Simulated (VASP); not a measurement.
Here is a VASP 6.6.1 calculation.

Contents of INCAR:

```
PREC     = Accurate       # precision mode
ENCUT    = 520            # plane-wave cutoff, eV
EDIFF    = 1E-6           # SCF threshold, eV
ISMEAR   = 0              # smearing method
SIGMA    = 0.1            # smearing width, eV
LREAL    = F              # projectors in reciprocal space
LASPH    = T              # aspherical terms in the spheres
NELM     = 60             # most SCF steps
ALGO     = Normal         # electronic algorithm
ISIF     = 2              # what is computed and relaxed
LWAVE    = F              # write WAVECAR
LCHARG   = F              # write CHGCAR
GGA      = PE             # functional
NBANDS   = 17             # bands
```

KPOINTS

```
regular mesh
0
Gamma
  4 4 4
```

The input POSCAR:

```
PbSe
1.0
    4.1805736826      0.0000000000      0.0000000000
    0.2548532587      4.2059181244      0.0000000000
    0.8274232770      1.6311692017      3.8012302324
Pb Se
1 1
Direct
    0.3108415604      0.2992525964      0.2664043375
    0.9391584396      0.9507474036      0.9835956625
```

Potentials or basis: VASP PAW PBE potentials, release 64 (Pb_d, Se).

The run is started by

```bash
$ cat potpaw_PBE.64/Pb_d/POTCAR potpaw_PBE.64/Se/POTCAR > POTCAR
$ mpirun -np 1 vasp_std > vasp.out
```

Q: Estimate the pressure.

A: -0.1 GPa.

Q: What does it give for the band gap on the k mesh?

A: 1.49 eV (least direct gap 2.02 eV).

Q: Predict the largest force.

A: 0.041 eV/Å.

Forces in eV/Å, atoms in the order of the input:
```
Pb  -0.010  0.007 -0.039
Se   0.010 -0.007  0.039
```

Caveat: spin-orbit coupling is left out, which moves the levels of the heavy elements. A k mesh can miss the band edges.
